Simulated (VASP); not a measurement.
Here is a VASP 6.6.1 calculation.

File INCAR:

```
PREC = Accurate
ENCUT = 520
EDIFF = 1E-6
ISMEAR = 0
SIGMA = 0.15
LREAL = False
LASPH = True
NELM = 100
ALGO = Fast
ISIF = 2
LWAVE = False
LCHARG = True
GGA = PS
LELF = True
LVHAR = True
NBANDS = 11
```

Contents of KPOINTS:

```
Automatic mesh
0
Gamma
  20 20 20
```

The input POSCAR:

```
Pd
1.0
    0.0048622500      1.9449000000      1.9449000000
    1.9497622500      0.0000000000      1.9497622500
    1.9449000000      1.9449000000      0.0048622500
Pd
1
Direct
    0.0000000000      0.0000000000      0.0000000000
```

Potentials or basis: VASP PAW PBE potentials, release 64 (Pd).

The run is started by

```bash
$ cat potpaw_PBE.64/Pd/POTCAR > POTCAR
$ mpirun -np 1 vasp_std > vasp.out
```

(1) Estimate the band gap on the k mesh.

(2) Estimate the pressure.

## Answers

(1) zero (band 5 reaches 9.95 eV, above the bottom of band 6 at 8.35 eV).

(2) -2.5 GPa.

Caveat: the cell differs from its parent crystal (strain +0.0050 x Voigt [0, 0, 0, 0, 1, 0]); the PAW data sets were made with another functional, which shifts forces and pressure a little.
